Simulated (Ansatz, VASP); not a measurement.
**One calculation of BN, two programs**

Contents of INCAR:

```
SYSTEM = BN
PREC = Accurate
ENCUT = 520
EDIFF = 1E-7
ISMEAR = 0
SIGMA = 0.05
LREAL = .FALSE.
LASPH = .TRUE.
NELM = 60
ALGO = Normal
ISIF = 2
LWAVE = .FALSE.
LCHARG = .TRUE.
GGA = PE
LELF = .TRUE.
LVHAR = .TRUE.
NBANDS = 11
```

The input KPOINTS:

```
Automatic mesh
0
G
  12 12 12
  0 0 0
```

File POSCAR:

```
BN
1.0
    0.0000000000      1.6985596739      1.8944453200
    1.8944453200      0.0000000000      1.8944453200
    1.8944453200      1.6985596739      0.0000000000
B N
1 1
Direct
    0.0000000000      0.0000000000      0.0000000000
    0.7500000000      0.7500000000      0.7500000000
```

Input for Ansatz:

```yaml
crystal:
  lattice:
    - [0.0, 1.6985596739, 1.89444532]
    - [1.89444532, 0.0, 1.89444532]
    - [1.89444532, 1.6985596739, 0.0]
  atoms:
    - { symbol: B, position: [0.0, 0.0, 0.0] }
    - { symbol: "N", position: [0.75, 0.75, 0.75] }
basis:
  ecutwfc: 520.0
kpoints:
  mp_grid: { grid: [12, 12, 12] }
hamiltonian:
  xc: pbe
scf:
  occupations: { method: gaussian, width: 0.05 }
output:
  forces: true
  stress: true
  eigenvalues: true
```

Alike in both runs: task single point; functional PBE; k mesh 12 × 12 × 12; occupations gaussian, width 0.05 eV; no spin polarisation.

```csv
,VASP,Ansatz
version,VASP 6.6.1,Ansatz 0.2.0
potentials or method,"VASP PAW PBE potentials, release 64 (B, N), cutoff 520 eV","scalar-relativistic, plane waves, PAW"
valence electrons in the cell,8,8
```

```csv
,VASP,Ansatz,Ansatz less VASP
gap on the k mesh at the Fermi level (eV),2.75,2.77,+0.011
least direct gap on the mesh (eV),7.67,7.68,+0.011
pressure (GPa),-8.5,-8.7,-0.14
"traceless stress, the component that is largest in VASP (GPa)",37.09,37.07,-0.021
```

With one functional, cell and mesh, what is left measures potentials, basis and numerics.
